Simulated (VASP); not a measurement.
# Cu (Fd-3m) in VASP: a series of runs, part 2 of 2

VASP 6.6.1. Earlier steps stand in the parts before.

## (3) Relaxation of cell and atoms, r2SCAN

This run uses another cell than the first one, of 15.35 Å³/atom.

The input, POSCAR:

```
Cu
1.0
    0.0000000000      2.4850000000      2.4850000000
    2.4850000000      0.0000000000      2.4850000000
    2.4850000000      2.4850000000      0.0000000000
Cu
2
Direct
    0.0000000000      0.0000000000      0.0000000000
    0.2500000000      0.2500000000      0.2500000000
```

The input, INCAR.step1:

```
PREC = Accurate
ENCUT = 600
ISMEAR = 0
SIGMA = 0.05
LREAL = False
LASPH = True
NELM = 60
GGA = PE
ALGO = Normal
EDIFF = 1E-4
LWAVE = True
LCHARG = False
```

The input, INCAR.step2:

```
PREC = Accurate
ENCUT = 600
EDIFF = 1E-7
ISMEAR = 0
SIGMA = 0.05
LREAL = False
LASPH = True
NELM = 60
ALGO = Normal
ISIF = 3
LWAVE = False
LCHARG = False
METAGGA = R2SCAN
LMIXTAU = True
IBRION = 2
NSW = 80
EDIFFG = -0.01
ISTART = 1
```

The input, KPOINTS:

```
Automatic mesh
0
Gamma
  8 8 8
```

Potentials or basis: VASP PAW PBE potentials, release 64 (Cu).

Started as:

```bash
cat potpaw_PBE.64/Cu/POTCAR > POTCAR
cp INCAR.step1 INCAR
mpirun -np 1 vasp_std > vasp.out
cp INCAR.step2 INCAR
mpirun -np 1 vasp_std > vasp.out
```

OUTCAR:

```text
PREC = Accurate
   ENCUT = 600
   EDIFF = 1E-7
   ISMEAR = 0
   LREAL = False
   LASPH = True
   NELM = 60
   ISIF = 3
   METAGGA = R2SCAN
   IBRION = 2
   NSW = 80
   EDIFFG = -0.01
   ISTART = 1

 ion  position               nearest neighbor table
   1  0.000  0.000  0.000-   2 2.15   2 2.15   2 2.15   2 2.15
   2  0.250  0.250  0.250-   1 2.15   1 2.15   1 2.15   1 2.15

  LATTYP: Found a face centered cubic cell.
 ALAT       =     4.9700000000

  Lattice vectors:

 A1 = (   0.0000000000,   2.4850000000,   2.4850000000)
 A2 = (   2.4850000000,   0.0000000000,   2.4850000000)
 A3 = (   2.4850000000,   2.4850000000,   0.0000000000)

Analysis of symmetry for initial positions (statically):
=====================================================================
 Subroutine PRICEL returns:
 Original cell was already a primitive cell.

 Routine SETGRP: Setting up the symmetry group for a
 face centered cubic supercell.

[... 190 lines left out ...]
     11       3.1164      2.00000
     12      16.5019      0.00000
     13      16.5019      0.00000
     14      16.5019      0.00000
[... 522 lines left out ...]
--------------------------------------- Ionic step        4  -------------------------------------------

 number of electron      22.0000027 magnetization

 Free energy of the ion-electron system (eV)
  ---------------------------------------------------
  ext. energy  EPLUGINS =         0.00000000
  ---------------------------------------------------
  free energy    TOTEN  =       -19.43609440 eV

  energy without entropy =      -19.43514329  energy(sigma->0) =      -19.43561885

 E-fermi :   3.0180     XC(G=0): -10.7306

 val. band max:        2.8663935960   @ k =  -0.3750   0.3750   0.1250
 cond. band min:       3.0467452288   @ k =   0.5000   0.1250   0.0000
 fundamental gap:      0.1803516328
 Fermi energy:         3.0180312055

 k-point     1 :       0.0000    0.0000    0.0000
  band No.  band energies     occupation
      1      -3.6176      2.00000
      2      -0.1985      2.00000
      3      -0.1984      2.00000
      4      -0.1984      2.00000
      5      -0.1919      2.00000
      6      -0.1919      2.00000
      7       1.0255      2.00000
      8       1.0255      2.00000
      9       1.0255      2.00000
     10       1.7034      2.00000
     11       1.7034      2.00000
     12      13.5805      0.00000
     13      13.5807      0.00000
     14      13.5807      0.00000
[... 444 lines left out ...]
  FREE ENERGIE OF THE ION-ELECTRON SYSTEM (eV)
  ---------------------------------------------------
  free  energy   TOTEN  =       -19.4360944016 eV

  energy  without entropy=      -19.4351432949  energy(sigma->0) =      -19.43561885

 reached required accuracy - stopping structural energy minimisation
```

OSZICAR.step1:

```text
N       E                     dE             d eps       ncg     rms          rms(c)
DAV:   1     0.133585950216E+03    0.13359E+03   -0.11731E+04   894   0.268E+03
DAV:   2    -0.152245706619E+01   -0.13511E+03   -0.13008E+03   870   0.323E+02
DAV:   3    -0.621306391895E+01   -0.46906E+01   -0.45947E+01  1052   0.997E+01
DAV:   4    -0.626389986940E+01   -0.50836E-01   -0.50828E-01  1010   0.101E+01
DAV:   5    -0.626492324914E+01   -0.10234E-02   -0.10234E-02  1176   0.127E+00    0.987E+00
DAV:   6    -0.575138309978E+01    0.51354E+00   -0.16379E+01  1045   0.105E+02    0.540E+00
DAV:   7    -0.501176075839E+01    0.73962E+00   -0.34311E+00  1045   0.470E+01    0.696E-01
DAV:   8    -0.500391767482E+01    0.78431E-02   -0.56668E-02  1275   0.439E+00    0.748E-01
DAV:   9    -0.499643172416E+01    0.74860E-02   -0.38438E-02  1080   0.487E+00    0.124E-01
DAV:  10    -0.499625900941E+01    0.17271E-03   -0.83983E-04  1219   0.621E-01    0.363E-02
DAV:  11    -0.499623531937E+01    0.23690E-04   -0.58787E-05   505   0.184E-01
   1 F= -.49962353E+01 E0= -.49957599E+01  d E =-.950791E-03
```

It took 2.5 min on 1 thread of Intel Xeon 6975P-C (Granite Rapids), shared host; peak memory 0.17 GiB.

Results:

| Property | Result |
| --- | --- |
| Free energy | -19.4361 eV |
| Relaxed volume | 18.16 Å³/atom |
| Relaxed cell | a = 3.717 Å, b = 3.717 Å, c = 3.717 Å, α = 60.00°, β = 60.00°, γ = 60.00° |
| Space group after relaxing (to 0.1 Å) | Fd-3m (No. 227) |
| Energy gained by relaxing | 122.7 meV/atom |
| Ionic steps | 4 |
| Pressure after relaxing | -0.1 GPa |
| Band gap on the k mesh | zero (bands 11 and 12 overlap by 1.10 eV) |

The path:
```csv
step,energy change (eV),largest force (eV/Å),pressure (GPa),volume (Å³)
1,0.0000,0.0000,16.56,30.69
2,-0.2243,0.0000,-3.20,38.29
3,-0.2454,0.0000,0.13,36.20
4,-0.2454,0.0000,-0.07,36.31
```

Final structure:
```xyz
2
Lattice="0.0000 2.6284 2.6284 2.6284 0.0000 2.6284 2.6284 2.6284 0.0000" Properties=species:S:1:pos:R:3 pbc="T T T"
Cu    5.2567    2.6284    2.6284
Cu    1.3142    1.3142    1.3142
```

Caveat: the volume moved by over 15 % at a fixed basis, so the end points are rough; the PAW data sets were made with another functional, which shifts forces and pressure a little.

## (4) Relaxation of cell and atoms, r2SCAN, target pressure 10 GPa, at which the enthalpy is minimised

This run uses another cell than the first one, of 15.35 Å³/atom.

POSCAR is that of step 3.

The input, INCAR.step1:

```
PREC = Accurate
ENCUT = 600
ISMEAR = 0
SIGMA = 0.05
LREAL = F
LASPH = T
NELM = 100
GGA = PE
ALGO = Normal
EDIFF = 1E-4
LWAVE = T
LCHARG = F
```

The input, INCAR.step2:

```
PREC = Accurate
ENCUT = 600
EDIFF = 1E-7
ISMEAR = 0
SIGMA = 0.05
LREAL = F
LASPH = T
NELM = 100
ALGO = Normal
ISIF = 3
LWAVE = F
LCHARG = F
METAGGA = R2SCAN
LMIXTAU = T
IBRION = 2
NSW = 80
EDIFFG = -0.01
PSTRESS = 100.0
ISTART = 1
```

The input, KPOINTS:

```
regular mesh
0
Gamma
  8 8 8
```

Started as:

```bash
cat potpaw_PBE.64/Cu/POTCAR > POTCAR
cp INCAR.step1 INCAR
mpirun -np 1 vasp_std > vasp.out
cp INCAR.step2 INCAR
mpirun -np 1 vasp_std > vasp.out
```

It took 2.2 min on 1 thread of Intel Xeon 6975P-C (Granite Rapids), shared host; peak memory 0.17 GiB.

The run converged. Its results:

* Free energy: -19.3264 eV
* Relaxed volume: 16.17 Å³/atom
* Relaxed cell: a = 3.576 Å, b = 3.576 Å, c = 3.576 Å, α = 60.00°, β = 60.00°, γ = 60.00°
* Space group after relaxing (to 0.1 Å): Fd-3m (No. 227)
* Energy change on relaxing (the run minimises the enthalpy): -67.8 meV/atom
* Ionic steps: 3
* Pressure after relaxing: 10.0 GPa
* Band gap on the k mesh: zero (bands 11 and 12 overlap by 1.17 eV)

The path:
```tsv
step	energy change (eV)	largest force (eV/Å)	pressure (GPa)	volume (Å³)
1	0.0000	0.0000	16.56	30.69
2	-0.1966	0.0000	6.15	33.56
3	-0.1357	0.0000	9.97	32.35
```

Final structure:
```
Cu
1.0
     0.00000    2.52895    2.52895
     2.52895    0.00000    2.52895
     2.52895    2.52895    0.00000
Cu
2
Direct
  0.00000 0.00000 0.00000
  0.25000 0.25000 0.25000
```

Levels at points of the mesh, in eV from the Fermi level:
```csv
k point,band 8,band 9,band 10,band 11,band 12,band 13,band 14,band 15
"(0.00, 0.00, 0.00)",-2.26,-2.26,-1.43,-1.43,11.46,11.46,11.46,12.17
"(0.50, 0.00, 0.00)",-2.01,-1.97,-1.52,-1.52,-0.30,8.23,8.23,12.59
"(0.50, 0.50, 0.00)",-2.51,-1.40,-1.40,0.35,0.35,4.13,4.13,9.10
```

Caveat: the cell is relaxed towards a set pressure, so the run minimises the enthalpy, not the energy; the PAW data sets were made with another functional, which shifts forces and pressure a little.

## (5) Summary

| task | cell | cutoff (eV) | gap on the mesh (eV) | pressure (GPa) |
| --- | --- | --- | --- | --- |
| single point | a = 3.709 Å, angles 60.0°, 2 atoms | 520 | none | 0.3 |
| relaxation of cell and atoms | relaxed from a = 3.514 Å, angles 60.0°, 2 atoms | 600 | none | -0.1 |
| relaxation of cell and atoms | relaxed to 10 GPa from a = 3.514 Å, angles 60.0°, 2 atoms | 600 | none | 10.0 |

Alike in all rows: level r2SCAN; potentials or basis VASP PAW PBE potentials, release 64 (Cu); no spin polarisation; k mesh 8 × 8 × 8; smearing gaussian 0.05 eV.

Caveats: the PAW data sets were made with another functional, which shifts forces and pressure a little; the volume moved by over 15 % at a fixed basis, so the end points are rough (at least some runs); the cell is relaxed towards a set pressure, so the run minimises the enthalpy, not the energy (at least some runs).

Total energies depend on the potentials used, so only differences within one code and one set of settings carry meaning.

The gap in the log of VASP goes by the Fermi energy; the results here count the filled bands.